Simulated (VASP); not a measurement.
Wanted: the native input for a VASP 6.6.1 run.

```yaml
Task: relaxation of cell and atoms
Functional: LDA
Potentials_or_basis: VASP PAW LDA potentials, release 64 (Cl, Ni)
Cutoff: 600 eV
k_mesh: 4 × 4 × 3
Occupations: fermi-dirac, width 0.1 eV
Spin: no spin polarisation
Dipole_correction: no
Further_INCAR_settings: ALGO = Normal; EDIFF = 1e-06; IBRION = 2; EDIFFG = -0.01; NSW = 60; ISIF = 3
```

The structure of NiCl3 lies in POSCAR:

```
NiCl3
1.0
    3.1206840000      5.4051780000      0.0000000000
   -3.1206840000      5.4051780000      0.0000000000
    0.0000000000      0.0000000000      5.6323040000
Cl Ni
6 2
Direct
    0.3100000000      0.6900000000      0.2500000000
    0.3100000000      0.0000000000      0.7500000000
    0.0000000000      0.3100000000      0.2500000000
    0.6900000000      0.3100000000      0.7500000000
    0.6900000000      0.0000000000      0.2500000000
    0.0000000000      0.6900000000      0.7500000000
    0.0000000000      0.0000000000      0.0000000000
    0.0000000000      0.0000000000      0.5000000000
```

One way to write it, as run:

INCAR

```
ALGO = Normal
EDIFF = 1E-6
EDIFFG = -0.01
ENCUT = 600
GGA = CA
IBRION = 2
ISIF = 3
ISMEAR = -1
LASPH = True
LCHARG = False
LREAL = False
LWAVE = False
NELM = 80
NSW = 60
PREC = Accurate
SIGMA = 0.1
```

KPOINTS

```
k-points
0
Gamma
  4 4 3
```

Potentials or basis: VASP PAW LDA potentials, release 64 (Cl, Ni).

Run with:

```console
$ cat potpaw_LDA.64/Cl/POTCAR potpaw_LDA.64/Ni/POTCAR > POTCAR
$ mpirun -np 1 vasp_std > vasp.out
```

Results of the run:

```
Relaxed volume                        : 19.11 Å³/atom
Relaxed cell                          : a = 5.681 Å, b = 5.681 Å, c = 5.471 Å, α = 90.00°, β = 90.00°, γ = 60.00°
Space group after relaxing (to 0.1 Å) : P6_3/mcm (No. 193)
Energy gained by relaxing             : 165.8 meV/atom
Ionic steps                           : 15
Pressure after relaxing               : 0.0 GPa
Largest force after relaxing          : 0.005 eV/Å
Band gap on the k mesh                : zero (bands 31 and 32 overlap by 0.48 eV)
```

Caveat: the k points lie up to 0.38 Å⁻¹ apart in the final cell; the volume moved by over 15 % at a fixed basis, so the end points are rough; the run has no spin polarisation, though such a crystal can be magnetic; semilocal functionals often make such compounds metallic where correlation or magnetic order opens a gap, which also shifts bond lengths.

Wall time 21 min on 1 thread of Intel(R) Xeon(R) Platinum 8175M CPU @ 2.50GHz (Skylake/Cascade Lake), with other jobs on the host, peak memory 0.3 GiB.
